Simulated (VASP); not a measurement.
# Ge (I4_1/amd) in VASP: a series of runs

Ge is run at these levels: r2SCAN; tasks: single point.

Everything below comes from runs of VASP 6.6.1. Logs are shortened: lines on timing, memory, paths and dates and some standing lists are left out, and cuts for length are marked.

## (1) The cell of the first run

It takes space group I4_1/amd (No. 141, tetragonal). The conventional cell has a = 3.880 Å, b = 3.880 Å, c = 5.658 Å, α = 90.00°, β = 90.00°, γ = 90.00°. Within 3.2 Å of Ge (site symmetry -4m2) lie 4 Ge at 2.40 Å.

## (2) Single point, r2SCAN (strain -0.030 along x and y, +0.000 along z)

POSCAR

```
Ge
1.0
    0.0000000000      2.7439069000      2.8287700000
    2.7439069000      0.0000000000      2.8287700000
    2.7439069000      2.7439069000      0.0000000000
Ge
2
Direct
    0.5000000000      0.5000000000      0.5000000000
    0.7500000000      0.7500000000      0.7500000000
```

INCAR.step1

```
PREC = Accurate
ENCUT = 520
ISMEAR = 0
SIGMA = 0.05
LREAL = F
LASPH = T
NELM = 100
NBANDS = 21
GGA = PE
ALGO = Normal
EDIFF = 1E-4
LWAVE = T
LCHARG = F
```

INCAR.step2

```
PREC = Accurate
ENCUT = 520
EDIFF = 1E-6
ISMEAR = 0
SIGMA = 0.05
LREAL = F
LASPH = T
NELM = 100
ALGO = Normal
ISIF = 2
LWAVE = F
LCHARG = F
METAGGA = R2SCAN
LMIXTAU = T
NBANDS = 21
ISTART = 1
```

KPOINTS

```
regular mesh
0
Gamma
  10 10 10
```

Potentials or basis: VASP PAW PBE potentials, release 64 (Ge_d).

Started as:

```bash
cat potpaw_PBE.64/Ge_d/POTCAR > POTCAR
cp INCAR.step1 INCAR
mpirun -np 1 vasp_std > vasp.out
cp INCAR.step2 INCAR
mpirun -np 1 vasp_std > vasp.out
```

OUTCAR:

```text
PREC = Accurate
   ENCUT = 520
   EDIFF = 1E-6
   ISMEAR = 0
   LREAL = F
   LASPH = T
   NELM = 100
   ISIF = 2
   METAGGA = R2SCAN
   ISTART = 1

 ion  position               nearest neighbor table
   1  0.500  0.500  0.500-   2 2.40   2 2.40   2 2.40   2 2.40
   2  0.750  0.750  0.750-   1 2.40   1 2.40   1 2.40   1 2.40

  LATTYP: Found a body centered tetragonal cell.
 ALAT       =     3.8804703519
 C/A-ratio  =     1.4579521262

  Lattice vectors:

 A1 = (  -2.7439069000,   0.0000000000,   2.8287700000)
 A2 = (   2.7439069000,   0.0000000000,   2.8287700000)
 A3 = (   0.0000000000,   2.7439069000,  -2.8287700000)

Analysis of symmetry for initial positions (statically):
=====================================================================
 Subroutine PRICEL returns:
 Original cell was already a primitive cell.

 Routine SETGRP: Setting up the symmetry group for a
 body centered tetragonal supercell.

 Subroutine GETGRP returns: Found 16 space group operations
 (whereof  8 operations were pure point group operations)
 out of a pool of 16 trial point group operations.

The static configuration has the point symmetry D_2d.
 The point group associated with its full space group is D_4h.

Analysis of symmetry for dynamics (positions and initial velocities):
=====================================================================
 Subroutine PRICEL returns:
 Original cell was already a primitive cell.

 Routine SETGRP: Setting up the symmetry group for a
 body centered tetragonal supercell.

 Subroutine GETGRP returns: Found 16 space group operations
 (whereof  8 operations were pure point group operations)
 out of a pool of 16 trial point group operations.

The dynamic configuration has the point symmetry D_2d.
 The point group associated with its full space group is D_4h.

 Subroutine INISYM returns: Found 16 space group operations
 (whereof  8 operations are pure point group operations),
 and found     1 'primitive' translations

----------------------------------------------------------------------------------------

                                     Primitive cell

  volume of cell :      42.5958

  direct lattice vectors                    reciprocal lattice vectors
     0.000000000  2.743906900  2.828770000    -0.182221926  0.182221926  0.176755268
     2.743906900  0.000000000  2.828770000     0.182221926 -0.182221926  0.176755268
     2.743906900  2.743906900  0.000000000     0.182221926  0.182221926 -0.176755268

  length of vectors
     3.940934507  3.940934507  3.880470352     0.312493337  0.312493337  0.312493337

  position of ions in fractional coordinates (direct lattice)
     0.500000000  0.500000000  0.500000000
     0.750000000  0.750000000  0.750000000

  ion indices of the primitive-cell ions
   primitive index   ion index
                 1           1
                 2           2

----------------------------------------------------------------------------------------

 KPOINTS: regular mesh

Automatic generation of k-mesh.
 Grid dimensions read from file:
 generate k-points for:   10   10   10

 Generating k-lattice:

  Cartesian coordinates                     Fractional coordinates (reciprocal lattice)
    -0.018222193  0.018222193  0.017675527     0.100000000 -0.000000000  0.000000000
     0.018222193 -0.018222193  0.017675527    -0.000000000  0.100000000  0.000000000
     0.018222193  0.018222193 -0.017675527     0.000000000  0.000000000  0.100000000

  Length of vectors
     0.031249334  0.031249334  0.031249334

  Shift w.r.t. Gamma in fractional coordinates (k-lattice)
     0.000000000  0.000000000  0.000000000

 Subroutine IBZKPT returns following result:
 ===========================================

 Found    102 irreducible k-points:

 Following reciprocal coordinates:
            Coordinates               Weight
  0.000000  0.000000  0.000000      1.000000
  0.100000 -0.000000  0.000000      8.000000
  0.200000 -0.000000  0.000000      8.000000
  0.300000 -0.000000  0.000000      8.000000
  0.400000  0.000000  0.000000      8.000000
  0.500000 -0.000000  0.000000      4.000000
[... 16 lines left out ...]
  0.300000  0.300000  0.000000      2.000000
  0.400000  0.300000  0.000000      8.000000
 [... further k-points ...]
   k-points           NKPTS =    102   k-points in BZ     NKDIM =    102   number of bands    NBANDS=     21
   number of dos      NEDOS =    301   number of ions     NIONS =      2
   total plane-waves  NPLWV =  27000
   dimension x,y,z NGX =    30 NGY =   30 NGZ =   30
   dimension x,y,z NGXF=    60 NGYF=   60 NGZF=   60
   ions per type =               2
   NGX,Y,Z   is equivalent  to a cutoff of  12.66, 12.66, 12.85 a.u.
   NGXF,Y,Z  is equivalent  to a cutoff of  25.31, 25.31, 25.71 a.u.
 SYSTEM =  unknown system
   PREC   = accura    normal or accurate (medium, high low for compatibility)
   ISTART =      1    job   : 0-new  1-cont  2-samecut
   ICHARG =      0    charge: 1-file 2-atom 10-const
   ISPIN  =      1    spin polarized calculation?
   LNONCOLLINEAR =      F non collinear calculations
   LSORBIT =      F    spin-orbit coupling
   LASPH  =      T    aspherical Exc in radial PAW
   ENCUT  =  520.0 eV  38.22 Ry    6.18 a.u.   7.33  7.33  7.22*2*pi/ulx,y,z
   NELM   =    100;   NELMIN=  2; NELMDL=  0     # of ELM steps
   EDIFF  = 0.1E-05   stopping-criterion for ELM
   LREAL  =      F    real-space projection
   EDIFFG = 0.1E-04   stopping-criterion for IOM
   NSW    =      0    number of steps for IOM
   IBRION =     -1    ionic relax: 0-MD 1-quasi-New 2-CG
   NFREE  =      0    steps in history (QN), initial steepest desc. (CG)
   ISIF   =      2    stress and relaxation
   ISYM   =      2    0-nonsym 1-usesym 2-fastsym
   POTIM  = 0.5000    time-step for ionic-motion
   TEBEG  =    0.0;   TEEND  =   0.0 temperature during run
   PSTRESS=    0.0 pullay stress
   NELECT =      28.0000    total number of electrons
   NUPDOWN=      -1.0000    fix difference up-down
   EMIN   =  10.00;   EMAX   =-10.00  energy-range for DOS
   EFERMI =   0.00;   METHOD = LEGACY
   ISMEAR =     0;   SIGMA  =   0.05  broadening in eV -4-tet -1-fermi 0-gaus
   EFERMI_NEDOS =   21; number of points for ismear=-14 and -15
   IALGO  =     38    algorithm
   IMIX   =      4    mixing-type and parameters
     AMIX     =   0.40;   BMIX     =  1.00
     AMIX_MAG =   1.60;   BMIX_MAG =  1.00
  volume/ion in A,a.u.               =      21.30       143.73
  Fermi-wavevector in a.u.,A,eV,Ry     =   1.423439  2.689909 27.567815  2.026177
  Thomas-Fermi vector in A             =   2.544036
   LORBIT       =      0    0 simple, 1 ext, 2 COOP (PROOUT), +10 PAW based schemes
   METAGGA = R2SCAN    functional components
   LHFCALC =     F    Hartree Fock is set to
   AEXX    =    0.0000 exact exchange contribution
   IVDW    =     0    specifies the selected vdW correction
   LEPSILON=     F    determine dielectric tensor
   LRPA    =     F    only Hartree local field effects (RPA)
 non-spin polarized calculation
 Gauss-broadening in eV      SIGMA  =   0.05
  energy-cutoff  :      520.00
  volume of cell :       42.60
 maximum number of plane-waves:      1179
 NGX is ok and might be reduce to    30
   NGX = 15   NGY = 15   NGZ = 15

 number of electron      27.9999985 magnetization

 Free energy of the ion-electron system (eV)
  ---------------------------------------------------
  ext. energy  EPLUGINS =         0.00000000
  ---------------------------------------------------
  free energy    TOTEN  =       -27.67972417 eV

  energy without entropy =      -27.67972417  energy(sigma->0) =      -27.67972417

 E-fermi :   5.7391     XC(G=0): -11.1430

 val. band max:        5.5136566149   @ k =   0.0000   0.0000   0.0000
 cond. band min:       6.0031983890   @ k =   0.4000   0.0000   0.4000
 fundamental gap:      0.4895417742
 Fermi energy:         5.7391098843

 k-point     1 :       0.0000    0.0000    0.0000
  band No.  band energies     occupation
      1     -20.1738      2.00000
      2     -20.1738      2.00000
      3     -20.1639      2.00000
      4     -20.1286      2.00000
      5     -20.1234      2.00000
      6     -19.8821      2.00000
[... 13 lines left out ...]
     20      15.1600      0.00000
     21      15.8483      0.00000

 k-point     2 :       0.1000   -0.0000    0.0000
  band No.  band energies     occupation
      1     -20.1808      2.00000
      2     -20.1761      2.00000
      3     -20.1671      2.00000
      4     -20.1178      2.00000
      5     -20.1140      2.00000
      6     -19.8869      2.00000
[... 13 lines left out ...]
     20      14.4911      0.00000
     21      15.0290      0.00000

 k-point     3 :       0.2000   -0.0000    0.0000
  band No.  band energies     occupation
      1     -20.1920      2.00000
      2     -20.1850      2.00000
      3     -20.1638      2.00000
      4     -20.0993      2.00000
      5     -20.0969      2.00000
      6     -19.8966      2.00000
[... 13 lines left out ...]
     20      14.3687      0.00000
     21      14.3887      0.00000

 k-point     4 :       0.3000   -0.0000    0.0000
  band No.  band energies     occupation
      1     -20.2001      2.00000
      2     -20.1911      2.00000
      3     -20.1578      2.00000
      4     -20.0845      2.00000
      5     -20.0831      2.00000
      6     -19.9043      2.00000
[... 13 lines left out ...]
     20      14.6995      0.00000
     21      14.7492      0.00000

 k-point     5 :       0.4000    0.0000    0.0000
  band No.  band energies     occupation
      1     -20.2041      2.00000
      2     -20.1935      2.00000
      3     -20.1527      2.00000
      4     -20.0767      2.00000
      5     -20.0760      2.00000
      6     -19.9080      2.00000
[... 13 lines left out ...]
     20      15.9878      0.00000
     21      16.2583      0.00000

 k-point     6 :       0.5000   -0.0000    0.0000
  band No.  band energies     occupation
      1     -20.2051      2.00000
      2     -20.1939      2.00000
      3     -20.1507      2.00000
      4     -20.0746      2.00000
      5     -20.0742      2.00000
      6     -19.9090      2.00000
[... 13 lines left out ...]
     20      17.4832      0.00000
     21      17.9267      0.00000

 k-point     7 :       0.1000    0.1000    0.0000
  band No.  band energies     occupation
      1     -20.1787      2.00000
      2     -20.1787      2.00000
      3     -20.1759      2.00000
      4     -20.1164      2.00000
      5     -20.1041      2.00000
      6     -19.9088      2.00000
[... 13 lines left out ...]
     20      13.4738      0.00000
     21      16.0253      0.00000
[... 291 lines left out ...]
      1     -20.2219      2.00000
      2     -20.2146      2.00000
      3     -20.1220      2.00000
      4     -20.0453      2.00000
      5     -20.0404      2.00000
      6     -19.9605      2.00000
[... 13 lines left out ...]
     20      15.5221      0.00000
     21      17.0329      0.00000

 k-point    21 :      -0.3000    0.2000    0.0000
  band No.  band energies     occupation
      1     -20.2150      2.00000
      2     -20.2137      2.00000
      3     -20.1222      2.00000
      4     -20.0687      2.00000
      5     -20.0407      2.00000
      6     -19.9454      2.00000
[... 13 lines left out ...]
     20      15.7671      0.00000
     21      17.7709      0.00000

 k-point    22 :      -0.2000    0.2000    0.0000
  band No.  band energies     occupation
      1     -20.2109      2.00000
      2     -20.1995      2.00000
      3     -20.1361      2.00000
      4     -20.0880      2.00000
      5     -20.0557      2.00000
      6     -19.9349      2.00000
[... 13 lines left out ...]
     20      16.1448      0.00000
     21      16.9688      0.00000

 k-point    23 :       0.3000    0.3000    0.0000
  band No.  band energies     occupation
      1     -20.2040      2.00000
      2     -20.2040      2.00000
      3     -20.1775      2.00000
      4     -20.0648      2.00000
      5     -20.0143      2.00000
      6     -20.0077      2.00000
[... 13 lines left out ...]
     20      17.4462      0.00000
     21      17.5295      0.00000

 k-point    24 :       0.4000    0.3000    0.0000
  band No.  band energies     occupation
      1     -20.2157      2.00000
      2     -20.2099      2.00000
      3     -20.1592      2.00000
      4     -20.0465      2.00000
      5     -20.0359      2.00000
      6     -19.9858      2.00000
[... 13 lines left out ...]
     20      18.0307      0.00000
     21      18.1685      0.00000

 [... further k-points ...]

------------------------ aborting loop because EDIFF is reached ----------------------------------------

  FORCE on cell =-STRESS in cart. coord.  units (eV):
  Direction    XX          YY          ZZ          XY          YZ          ZX
  --------------------------------------------------------------------------------------
  -------------------------------------------------------------------------------------
  Total        1.8324403      1.8324403      1.0940606      0.0000000     -0.0000000      0.0000000
  in kB       68.9245645     68.9245645     41.1514919      0.0000000     -0.0000000      0.0000000
  external PRESSURE =      59.6668736 kB  Pullay stress =       0.0000000 kB

 VOLUME and BASIS-vectors are now :
 -----------------------------------------------------------------------------
  energy-cutoff  :      520.00
  volume of cell :       42.60
      direct lattice vectors                 reciprocal lattice vectors
     0.000000000  2.743906900  2.828770000    -0.182221926  0.182221926  0.176755268
     2.743906900  0.000000000  2.828770000     0.182221926 -0.182221926  0.176755268
     2.743906900  2.743906900  0.000000000     0.182221926  0.182221926 -0.176755268

 POSITION                                       TOTAL-FORCE (eV/Angst)
 -----------------------------------------------------------------------------------
      2.74391      2.74391      2.82877        -0.000000     -0.000000      0.000000
      4.11586      4.11586      4.24315         0.000000      0.000000      0.000000
 -----------------------------------------------------------------------------------
    total drift:                                0.000000     -0.000000     -0.000000

  FREE ENERGIE OF THE ION-ELECTRON SYSTEM (eV)
  ---------------------------------------------------
  free  energy   TOTEN  =       -27.6797241686 eV

  energy  without entropy=      -27.6797241686  energy(sigma->0) =      -27.67972417
```

It took 4.9 min on 1 thread of Intel Xeon Platinum 8259CL at 2.50GHz (Skylake/Cascade Lake), shared host; peak memory 0.21 GiB.

What came out:

```
Free energy            : -27.6797 eV
Pressure               : 6.0 GPa
Band gap on the k mesh : 0.49 eV, indirect (least direct gap 0.91 eV)
```

Levels at points of the mesh, in eV from the valence-band top:
| k point | band 11 | band 12 | band 13 | band 14 | band 15 | band 16 | band 17 | band 18 |
| --- | --- | --- | --- | --- | --- | --- | --- | --- |
| (0.00, 0.00, 0.00) | -13.89 | -0.27 | 0.00 | 0.00 | 0.91 | 2.59 | 2.59 | 2.76 |
| (0.50, 0.00, 0.00) | -11.54 | -8.27 | -1.83 | -1.52 | 0.54 | 3.86 | 4.04 | 7.62 |
| (0.50, 0.50, 0.00) | -9.67 | -9.67 | -3.39 | -3.39 | 0.99 | 0.99 | 10.54 | 10.54 |
| (0.50, 0.00, 0.50) | -9.50 | -9.50 | -3.62 | -3.62 | 0.71 | 0.71 | 10.49 | 10.49 |

Caveat: the cell differs from its parent crystal (strain -0.030 along x and y, +0.000 along z); the PAW data sets were made with another functional, which shifts forces and pressure a little.

[end of part 1 of 2]
